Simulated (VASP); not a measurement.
## Cu: single point with PBE

Crystal: Cu.

```xyz
1
Lattice="0.0000 1.8145 1.8145 1.8145 0.0000 1.8145 1.8145 1.8145 0.0000" Properties=species:S:1:pos:R:3 pbc="T T T"
Cu    0.0000    0.0000    0.0000
```

```json
{
  "Program": "VASP 6.6.1",
  "Task": "single point",
  "Functional": "PBE",
  "Potentials or basis": "VASP PAW PBE potentials, release 64 (Cu)",
  "Cutoff": "520 eV",
  "k mesh": "12 × 12 × 12",
  "Occupations": "gaussian, width 0.1 eV",
  "Spin": "no spin polarisation"
}
```

```json
{
 "Pressure": "0.5 GPa"
}
```

Levels at points of the mesh, in eV from the Fermi level:
| k point | band 2 | band 3 | band 4 | band 5 | band 6 | band 7 | band 8 | band 9 | band 10 | band 11 |
| --- | --- | --- | --- | --- | --- | --- | --- | --- | --- | --- |
| (0.00, 0.00, 0.00) | -2.90 | -2.90 | -2.90 | -2.10 | -2.10 | 22.59 | 25.15 | 25.15 | 25.15 | 27.63 |
| (0.50, 0.00, 0.00) | -2.94 | -2.94 | -1.54 | -1.54 | -0.88 | 3.79 | 21.09 | 21.98 | 21.98 | 25.00 |
| (0.50, 0.50, 0.00) | -4.27 | -1.56 | -1.40 | -1.40 | 1.60 | 7.12 | 13.08 | 13.08 | 17.55 | 20.16 |

Wall time 8.4 s on 1 thread of Intel(R) Xeon(R) Platinum 8488C (Sapphire Rapids), on a shared host, peak memory 0.13 GiB.
